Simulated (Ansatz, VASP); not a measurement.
**BeSe3 in VASP and in Ansatz**

```
Be Se
1.0
     5.22135    0.00336   -0.19943
     0.00340    5.22464    0.09946
    -0.47687   -0.97785    7.46742
Be Se
2 6
Direct
  0.99691 0.99782 0.00017
  0.49763 0.49753 0.00016
  0.73755 0.70617 0.83074
  0.20857 0.23522 0.83078
  0.28773 0.79049 0.16780
  0.76032 0.26321 0.16830
  0.05404 0.55713 0.35559
  0.45724 0.95242 0.64646
```

Change from the starting cell: the structure that the rattled cell fell into.

Alike in both runs: functional PBE; k mesh 6 × 6 × 4; occupations gaussian, width 0.02 eV; no spin polarisation.

Ansatz relaxed the structure, and its values are those at the end. VASP's run is a single point on that final structure, the one shown.

```csv
,VASP,Ansatz
version,VASP 6.6.1,Ansatz 0.2.0
potentials or method,"VASP PAW PBE potentials, release 64 (Be, Se), cutoff 520 eV","scalar-relativistic, plane waves, PAW"
valence electrons in the cell,40,100
```

|  | VASP | Ansatz | Ansatz less VASP |
| --- | --- | --- | --- |
| gap on the k mesh at the Fermi level (eV) | 0.65 | 0.65 | +0.002 |
| least direct gap on the mesh (eV) | 0.66 | 0.66 | +0.004 |
| pressure (GPa) | 0.1 | 0.0 | -0.11 |
| rms of the force components (eV/Å) | 0.011 | 0.003 | -0.0075 |

VASP's potentials hold 40 valence electrons a cell and Ansatz's 100, so a difference there can come from the potentials and not from the codes.
